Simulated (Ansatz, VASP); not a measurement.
ScF3 in VASP and in Ansatz

The input INCAR:

```
ALGO = Normal
EDIFF = 1E-7
ENCUT = 520
GGA = CA
ISIF = 2
ISMEAR = 0
LASPH = True
LCHARG = True
LELF = True
LREAL = False
LVHAR = True
LWAVE = False
NBANDS = 24
NELM = 80
PREC = Accurate
SIGMA = 0.05
```

The input KPOINTS:

```
k-points
0
Gamma
  6 6 6
```

The input POSCAR:

```
ScF3
1.0
    4.0124500000      0.0000000000      0.0000000000
    0.0000000000      4.0124500000      0.0000000000
    0.0000000000      0.0000000000      4.0124500000
Sc F
1 3
Direct
    0.0654213760      0.0000000000      0.0000000000
    0.5000000000      0.0000000000      0.0000000000
    0.0000000000      0.5000000000      0.0000000000
    0.0000000000      0.0000000000      0.5000000000
```

Input for Ansatz:

```yaml
crystal:
  lattice:
    - [4.01245, 0.0, 0.0]
    - [0.0, 4.01245, 0.0]
    - [0.0, 0.0, 4.01245]
  atoms:
    - { symbol: Sc, position: [0.065421376, 0.0, 0.0] }
    - { symbol: F, position: [0.5, 0.0, 0.0] }
    - { symbol: F, position: [0.0, 0.5, 0.0] }
    - { symbol: F, position: [0.0, 0.0, 0.5] }
basis:
  ecutwfc: 420
kpoints:
  mp_grid: { grid: [6, 6, 6] }
hamiltonian:
  xc: lda
scf:
  occupations: { method: gaussian, width: 0.05 }
output:
  forces: true
  stress: true
  eigenvalues: true
```

Change from the starting cell: all Sc atoms moved +0.263 Å, as atom 1 along Cartesian [1 0 0].

Alike in both runs: task single point; functional LDA; k mesh 6 × 6 × 6; occupations gaussian, width 0.05 eV; no spin polarisation.

|  | VASP | Ansatz |
| --- | --- | --- |
| version | VASP 6.6.1 | Ansatz 0.2.0 |
| potentials or method | VASP PAW LDA potentials, release 64 (Sc_sv, F), cutoff 520 eV | scalar-relativistic, plane waves, PAW |
| valence electrons in the cell | 32 | 32 |

|  | VASP | Ansatz | Ansatz less VASP |
| --- | --- | --- | --- |
| gap on the k mesh at the Fermi level (eV) | 6.28 | 6.31 | +0.034 |
| least direct gap on the mesh (eV) | 6.83 | 6.87 | +0.036 |
| pressure (GPa) | 2.1 | 1.3 | -0.83 |
| traceless stress, the component that is largest in VASP (GPa) | 11.21 | 10.70 | -0.515 |
| rms of the force components (eV/Å) | 1.720 | 1.592 | -0.1279 |

LDA's correlation is that of Perdew and Zunger in VASP and of Perdew and Wang (1992) in Ansatz. Atom by atom the forces differ by 0.129 eV/Å (rms over components).
